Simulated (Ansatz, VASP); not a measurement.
Two plane-wave programs on ZnS

POSCAR

```
ZnS
1.0
    0.0000000000      2.6235105000      2.7046500000
    2.6235105000      0.0000000000      2.7046500000
    2.6235105000      2.6235105000      0.0000000000
Zn S
1 1
Direct
    0.0000000000      0.0000000000      0.0000000000
    0.7500000000      0.7500000000      0.7500000000
```

Contents of INCAR.step1:

```
  PREC = Accurate
  ENCUT = 520
  ISMEAR = 0
  SIGMA = 0.05
  LREAL = False
  LASPH = True
  NELM = 100
  NBANDS = 16
  GGA = PE
  ALGO = Normal
  EDIFF = 1E-4
  LWAVE = True
  LCHARG = False
```

File INCAR.step2:

```
  PREC = Accurate
  ENCUT = 520
  EDIFF = 1E-6
  ISMEAR = 0
  SIGMA = 0.05
  LREAL = False
  LASPH = True
  NELM = 100
  ALGO = Normal
  ISIF = 2
  LWAVE = False
  LCHARG = False
  METAGGA = R2SCAN
  LMIXTAU = True
  NBANDS = 16
  ISTART = 1
```

File KPOINTS:

```
regular mesh
0
Gamma
  8 8 8
```

Input for Ansatz:

```yaml
crystal:
  lattice:
    - [0.0, 2.6235105, 2.70465]
    - [2.6235105, 0.0, 2.70465]
    - [2.6235105, 2.6235105, 0.0]
  atoms:
    - { symbol: Zn, position: [0.0, 0.0, 0.0] }
    - { symbol: S, position: [0.75, 0.75, 0.75] }
basis:
  ecutwfc: 500
kpoints:
  mp_grid: { grid: [8, 8, 8] }
hamiltonian:
  xc: r2scan
scf:
  occupations: { method: gaussian, width: 0.05 }
output:
  forces: true
  stress: true
  eigenvalues: true
```

Change from the starting cell: strain -0.030 along x and y, +0.000 along z, atoms carried along.

Alike in both runs: task single point; functional r2SCAN; k mesh 8 × 8 × 8; occupations gaussian, width 0.05 eV; no spin polarisation.

```csv
,VASP,Ansatz
version,VASP 6.6.1,Ansatz 0.2.0
potentials or method,"VASP PAW PBE potentials, release 64 (Zn, S), cutoff 520 eV","scalar-relativistic, plane waves, PAW"
valence electrons in the cell,18,18
```

Ansatz gave:

| Quantity | Value |
| --- | --- |
| gap on the k mesh at the Fermi level (eV) | 2.89 |
| least direct gap on the mesh (eV) | 2.89 |
| pressure (GPa) | 4.3 |
| traceless stress, the component that is largest in VASP (GPa) | -0.90 |

**Question.** Which values does VASP return?

**Answer.** gap on the k mesh at the Fermi level (eV): 2.91; least direct gap on the mesh (eV): 2.91; pressure (GPa): 4.4; traceless stress, the component that is largest in VASP (GPa): -0.89.

VASP's potentials were made for PBE, not for r2SCAN. The functional is the same, so the differences come from potentials, cutoffs and numerics.
